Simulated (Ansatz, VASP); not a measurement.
Two plane-wave programs on Ga6N7

```xyz
13
Lattice="0.0000 0.0000 5.2432 4.8276 -2.7872 0.0000 0.0000 5.5744 0.0000" Properties=species:S:1:pos:R:3 pbc="T T T"
Ga    1.5746    0.8985    2.6369
Ga    0.0008    3.7471    2.6369
Ga    3.2547    3.6857    2.6369
Ga    0.0008    1.8467    5.2412
Ga    3.2204    1.8487    5.2412
Ga    1.6088    4.6359    5.2412
N     1.6574    0.9464    4.5691
N     0.0008    3.6514    4.5691
N     3.1718    3.7335    4.5691
N     0.0008    1.9297    2.0352
N     3.1484    1.8072    2.0353
N     1.6808    4.5944    2.0353
N     0.0008   -0.0102    0.8609
```

Alike in both runs: functional PBE; k mesh 3 × 3 × 3; occupations gaussian, width 0.02 eV; collinear spin.

Ansatz relaxed the structure, and its values are those at the end. VASP's run is a single point on that final structure, the one shown.

```csv
,VASP,Ansatz
version,VASP 6.6.1,Ansatz 0.2.0
potentials or method,"VASP PAW PBE potentials, release 64 (Ga_d, N), cutoff 520 eV","scalar-relativistic, plane waves, PAW"
valence electrons in the cell,113,113
```

Ansatz gave:

```
gap on the k mesh at the Fermi level (eV)                     : 0.50
least direct gap on the mesh (eV)                             : 0.58
rms of the force components (eV/Å)                            : 0.001
net moment per atom (μB)                                      : 0.23
size of the moment on the site where the two differ most (μB) : 1.45
```

**Question.** Estimate VASP's values.

**Answer.** gap on the k mesh at the Fermi level (eV): 0.51; least direct gap on the mesh (eV): 0.58; rms of the force components (eV/Å): 0.012; net moment per atom (μB): 0.23; size of the moment on the site where the two differ most (μB): 1.29.

Site moments also hang on the region over which each program counts them.

The k mesh is coarse, so the values compare programs but aren't converged.
